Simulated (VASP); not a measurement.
# MgO (e600) (Fm-3m) in VASP: single point with PBEsol

Aim: the single point of MgO (e600) with PBEsol.

Program: VASP 6.6.1. These are calculated values, not measurements. Logs are shortened: lines on timing, memory, paths and dates and some standing lists are left out, and cuts for length are marked.

**Experimental background.**

From “Electronic structure of alkaline earth and post-transition metal oxides”, 2009, arxiv:0908.1581, for a bulk crystal of MgO: band gap 7.83 eV.

How close the calculation comes is told below.

## 1. The cell of the first run

The structure is cubic, space group Fm-3m (No. 225). The conventional cell has a = 4.214 Å, b = 4.214 Å, c = 4.214 Å, α = 90.00°, β = 90.00°, γ = 90.00°. Mg (site symmetry m-3m) has 6 O at 2.11 Å within 2.8 Å. Within 2.8 Å of O (site symmetry m-3m) lie 6 Mg at 2.11 Å.

## 2. Single point, PBEsol

Contents of INCAR:

```
PREC = Accurate ; ENCUT = 600
EDIFF = 1E-6 ; ISMEAR = 0
SIGMA = 0.02 ; LREAL = F
LASPH = T ; NELM = 120
ALGO = Normal ; ISIF = 2
LWAVE = F ; LCHARG = F
GGA = PS ; NBANDS = 11
GGA_COMPAT = F
```

Contents of KPOINTS:

```
Automatic mesh
0
Gamma
  10 10 10
```

Contents of POSCAR:

```
MgO
1.0
    0.0000000000      2.1070840251      2.1070840251
    2.1070840251      0.0000000000      2.1070840251
    2.1070840251      2.1070840251      0.0000000000
Mg O
1 1
Direct
    0.0000000000      0.0000000000      0.0000000000
    0.5000000000      0.5000000000      0.5000000000
```

Potentials or basis: VASP PAW PBE potentials, release 64 (Mg, O).

Command:

```bash
$ cat potpaw_PBE.64/Mg/POTCAR potpaw_PBE.64/O/POTCAR > POTCAR
$ mpirun -np 1 vasp_std > vasp.out
```

OUTCAR:

```text
PREC = Accurate
   ENCUT = 600
   EDIFF = 1E-6
   ISMEAR = 0
   LREAL = F
   LASPH = T
   NELM = 120
   ISIF = 2
   GGA = PS

 ion  position               nearest neighbor table
   1  0.000  0.000  0.000-   2 2.11   2 2.11   2 2.11   2 2.11   2 2.11   2 2.11
   2  0.500  0.500  0.500-   1 2.11   1 2.11   1 2.11   1 2.11   1 2.11   1 2.11

  LATTYP: Found a face centered cubic cell.
 ALAT       =     4.2141680502

  Lattice vectors:

 A1 = (   0.0000000000,   2.1070840251,   2.1070840251)
 A2 = (   2.1070840251,   0.0000000000,   2.1070840251)
 A3 = (   2.1070840251,   2.1070840251,   0.0000000000)

Analysis of symmetry for initial positions (statically):
=====================================================================
 Subroutine PRICEL returns:
 Original cell was already a primitive cell.

 Routine SETGRP: Setting up the symmetry group for a
 face centered cubic supercell.

 Subroutine GETGRP returns: Found 48 space group operations
 (whereof 48 operations were pure point group operations)
 out of a pool of 48 trial point group operations.

The static configuration has the point symmetry O_h .

Analysis of symmetry for dynamics (positions and initial velocities):
=====================================================================
 Subroutine PRICEL returns:
 Original cell was already a primitive cell.

 Routine SETGRP: Setting up the symmetry group for a
 face centered cubic supercell.

 Subroutine GETGRP returns: Found 48 space group operations
 (whereof 48 operations were pure point group operations)
 out of a pool of 48 trial point group operations.

The dynamic configuration has the point symmetry O_h .

 Subroutine INISYM returns: Found 48 space group operations
 (whereof 48 operations are pure point group operations),
 and found     1 'primitive' translations

----------------------------------------------------------------------------------------

                                     Primitive cell

  volume of cell :      18.7101

  direct lattice vectors                    reciprocal lattice vectors
     0.000000000  2.107084025  2.107084025    -0.237294761  0.237294761  0.237294761
     2.107084025  0.000000000  2.107084025     0.237294761 -0.237294761  0.237294761
     2.107084025  2.107084025  0.000000000     0.237294761  0.237294761 -0.237294761

  length of vectors
     2.979866805  2.979866805  2.979866805     0.411006582  0.411006582  0.411006582

  position of ions in fractional coordinates (direct lattice)
     0.000000000  0.000000000  0.000000000
     0.500000000  0.500000000  0.500000000

  ion indices of the primitive-cell ions
   primitive index   ion index
                 1           1
                 2           2

----------------------------------------------------------------------------------------

 KPOINTS: Automatic mesh

Automatic generation of k-mesh.
 Grid dimensions read from file:
 generate k-points for:   10   10   10

 Generating k-lattice:

  Cartesian coordinates                     Fractional coordinates (reciprocal lattice)
    -0.023729476  0.023729476  0.023729476     0.100000000  0.000000000  0.000000000
     0.023729476 -0.023729476  0.023729476     0.000000000  0.100000000  0.000000000
     0.023729476  0.023729476 -0.023729476     0.000000000  0.000000000  0.100000000

  Length of vectors
     0.041100658  0.041100658  0.041100658

  Shift w.r.t. Gamma in fractional coordinates (k-lattice)
     0.000000000  0.000000000  0.000000000

 Subroutine IBZKPT returns following result:
 ===========================================

 Found     47 irreducible k-points:

 Following reciprocal coordinates:
            Coordinates               Weight
  0.000000  0.000000  0.000000      1.000000
  0.100000  0.000000  0.000000      8.000000
  0.200000  0.000000  0.000000      8.000000
  0.300000  0.000000  0.000000      8.000000
  0.400000  0.000000  0.000000      8.000000
  0.500000  0.000000  0.000000      4.000000
[... 16 lines left out ...]
  0.300000  0.300000  0.000000      6.000000
  0.400000  0.300000  0.000000     24.000000
 [... further k-points ...]
   k-points           NKPTS =     47   k-points in BZ     NKDIM =     47   number of bands    NBANDS=     11
   number of dos      NEDOS =    301   number of ions     NIONS =      2
   total plane-waves  NPLWV =  13824
   dimension x,y,z NGX =    24 NGY =   24 NGZ =   24
   dimension x,y,z NGXF=    48 NGYF=   48 NGZF=   48
   ions per type =               1   1
   NGX,Y,Z   is equivalent  to a cutoff of  13.39, 13.39, 13.39 a.u.
   NGXF,Y,Z  is equivalent  to a cutoff of  26.78, 26.78, 26.78 a.u.
 SYSTEM =  unknown system
   PREC   = accura    normal or accurate (medium, high low for compatibility)
   ISTART =      0    job   : 0-new  1-cont  2-samecut
   ICHARG =      2    charge: 1-file 2-atom 10-const
   ISPIN  =      1    spin polarized calculation?
   LNONCOLLINEAR =      F non collinear calculations
   LSORBIT =      F    spin-orbit coupling
   LASPH  =      T    aspherical Exc in radial PAW
   ENCUT  =  600.0 eV  44.10 Ry    6.64 a.u.   5.95  5.95  5.95*2*pi/ulx,y,z
   NELM   =    120;   NELMIN=  2; NELMDL= -5     # of ELM steps
   EDIFF  = 0.1E-05   stopping-criterion for ELM
   LREAL  =      F    real-space projection
   EDIFFG = 0.1E-04   stopping-criterion for IOM
   NSW    =      0    number of steps for IOM
   IBRION =     -1    ionic relax: 0-MD 1-quasi-New 2-CG
   NFREE  =      0    steps in history (QN), initial steepest desc. (CG)
   ISIF   =      2    stress and relaxation
   ISYM   =      2    0-nonsym 1-usesym 2-fastsym
   POTIM  = 0.5000    time-step for ionic-motion
   TEBEG  =    0.0;   TEEND  =   0.0 temperature during run
   PSTRESS=    0.0 pullay stress
   NELECT =       8.0000    total number of electrons
   NUPDOWN=      -1.0000    fix difference up-down
   EMIN   =  10.00;   EMAX   =-10.00  energy-range for DOS
   EFERMI =   0.00;   METHOD = LEGACY
   ISMEAR =     0;   SIGMA  =   0.02  broadening in eV -4-tet -1-fermi 0-gaus
   EFERMI_NEDOS =   21; number of points for ismear=-14 and -15
   IALGO  =     38    algorithm
   IMIX   =      4    mixing-type and parameters
     AMIX     =   0.40;   BMIX     =  1.00
     AMIX_MAG =   1.60;   BMIX_MAG =  1.00
  volume/ion in A,a.u.               =       9.36        63.13
  Fermi-wavevector in a.u.,A,eV,Ry     =   1.233331  2.330658 20.695894  1.521105
  Thomas-Fermi vector in A             =   2.368066
   LORBIT       =      0    0 simple, 1 ext, 2 COOP (PROOUT), +10 PAW based schemes
   GGA     = PS    functional components
   LHFCALC =     F    Hartree Fock is set to
   AEXX    =    0.0000 exact exchange contribution
   IVDW    =     0    specifies the selected vdW correction
   LEPSILON=     F    determine dielectric tensor
   LRPA    =     F    only Hartree local field effects (RPA)
 non-spin polarized calculation
 Gauss-broadening in eV      SIGMA  =   0.02
  energy-cutoff  :      600.00
  volume of cell :       18.71
 maximum number of plane-waves:       636
   NGX = 11   NGY = 11   NGZ = 11

 number of electron       8.0000005 magnetization

 Free energy of the ion-electron system (eV)
  ---------------------------------------------------
  ext. energy  EPLUGINS =         0.00000000
  ---------------------------------------------------
  free energy    TOTEN  =       -12.51544638 eV

  energy without entropy =      -12.51544638  energy(sigma->0) =      -12.51544638

 E-fermi :   3.1472     XC(G=0): -11.3027

 val. band max:        3.0542568318   @ k =   0.0000   0.0000   0.0000
 cond. band min:       7.6753695267   @ k =   0.0000   0.0000   0.0000
 fundamental gap:      4.6211126949
 Fermi energy:         3.1472392428

 k-point     1 :       0.0000    0.0000    0.0000
  band No.  band energies     occupation
      1     -14.1430      2.00000
      2       3.0543      2.00000
      3       3.0543      2.00000
      4       3.0543      2.00000
      5       7.6754      0.00000
      6      18.6801      0.00000
      7      18.6801      0.00000
      8      18.6801      0.00000
      9      22.5182      0.00000
     10      24.4005      0.00000
     11      24.4005      0.00000

 k-point     2 :       0.1000    0.0000    0.0000
  band No.  band energies     occupation
      1     -14.0357      2.00000
      2       2.3910      2.00000
      3       2.9857      2.00000
      4       2.9857      2.00000
      5       8.3098      0.00000
      6      17.4188      0.00000
      7      18.9210      0.00000
      8      18.9210      0.00000
      9      23.6737      0.00000
     10      23.6737      0.00000
     11      24.1955      0.00000

 k-point     3 :       0.2000    0.0000    0.0000
  band No.  band energies     occupation
      1     -13.7401      2.00000
      2       1.0545      2.00000
      3       2.8122      2.00000
      4       2.8122      2.00000
      5       9.5027      0.00000
      6      15.9115      0.00000
      7      19.4101      0.00000
      8      19.4101      0.00000
      9      22.9781      0.00000
     10      22.9781      0.00000
     11      25.1528      0.00000

 k-point     4 :       0.3000    0.0000    0.0000
  band No.  band energies     occupation
      1     -13.3402      2.00000
      2      -0.2805      2.00000
      3       2.6086      2.00000
      4       2.6086      2.00000
      5      10.4174      0.00000
      6      15.2483      0.00000
      7      19.5374      0.00000
      8      19.5374      0.00000
      9      23.4098      0.00000
     10      23.4098      0.00000
     11      24.5557      0.00000
[... 239 lines left out ...]
 k-point    22 :      -0.2000    0.2000    0.0000
  band No.  band energies     occupation
      1     -13.2213      2.00000
      2      -0.0808      2.00000
      3       1.6964      2.00000
      4       2.6050      2.00000
      5      11.3887      0.00000
      6      14.7847      0.00000
      7      18.0331      0.00000
      8      20.7076      0.00000
      9      21.3559      0.00000
     10      24.2476      0.00000
     11      27.7241      0.00000

 k-point    23 :       0.3000    0.3000    0.0000
  band No.  band energies     occupation
      1     -13.1339      2.00000
      2      -0.1379      2.00000
      3       2.1053      2.00000
      4       2.1053      2.00000
      5      11.8064      0.00000
      6      13.2895      0.00000
      7      17.3467      0.00000
      8      20.8340      0.00000
      9      20.8340      0.00000
     10      27.0624      0.00000
     11      30.3134      0.00000

 k-point    24 :       0.4000    0.3000    0.0000
  band No.  band energies     occupation
      1     -12.8810      2.00000
      2      -0.5678      2.00000
      3       1.7334      2.00000
      4       1.9567      2.00000
      5      12.5076      0.00000
      6      13.0561      0.00000
      7      16.5189      0.00000
      8      21.0797      0.00000
      9      21.2839      0.00000
     10      27.7995      0.00000
     11      29.9161      0.00000

 [... further k-points ...]

------------------------ aborting loop because EDIFF is reached ----------------------------------------

  FORCE on cell =-STRESS in cart. coord.  units (eV):
  Direction    XX          YY          ZZ          XY          YZ          ZX
  --------------------------------------------------------------------------------------
  -------------------------------------------------------------------------------------
  Total       -0.0851916     -0.0851916     -0.0851916      0.0000000      0.0000000      0.0000000
  in kB       -7.2951085     -7.2951085     -7.2951085      0.0000000      0.0000000      0.0000000
  external PRESSURE =      -7.2951085 kB  Pullay stress =       0.0000000 kB

 VOLUME and BASIS-vectors are now :
 -----------------------------------------------------------------------------
  energy-cutoff  :      600.00
  volume of cell :       18.71
      direct lattice vectors                 reciprocal lattice vectors
     0.000000000  2.107084025  2.107084025    -0.237294761  0.237294761  0.237294761
     2.107084025  0.000000000  2.107084025     0.237294761 -0.237294761  0.237294761
     2.107084025  2.107084025  0.000000000     0.237294761  0.237294761 -0.237294761

 POSITION                                       TOTAL-FORCE (eV/Angst)
 -----------------------------------------------------------------------------------
      0.00000      0.00000      0.00000        -0.000000     -0.000000      0.000000
      2.10708      2.10708      2.10708         0.000000      0.000000     -0.000000
 -----------------------------------------------------------------------------------
    total drift:                               -0.000000     -0.000000      0.000000

  FREE ENERGIE OF THE ION-ELECTRON SYSTEM (eV)
  ---------------------------------------------------
  free  energy   TOTEN  =       -12.5154463815 eV

  energy  without entropy=      -12.5154463815  energy(sigma->0) =      -12.51544638
```

It took 8.4 s on 1 thread of Intel Xeon 6975P-C (Granite Rapids), shared host; peak memory 0.14 GiB.

What came out:

```yaml
Free_energy: -12.5154 eV
Pressure: -0.7 GPa
Band_gap_on_the_k_mesh: 4.62 eV, direct
```

Caveat: the PAW data sets were made with another functional, which shifts forces and pressure a little.

## 3. How close it comes

Step 2. Against the measured gap of MgO, 7.83 eV (quoted in “Electronic structure of alkaline earth and post-transition metal oxides”, 2009, arxiv:0908.1581), the calculated 4.62 eV is off by -3.21 eV. The value is that of PBEsol, without temperature or zero-point motion. Semilocal functionals fall short of measured gaps as a rule.
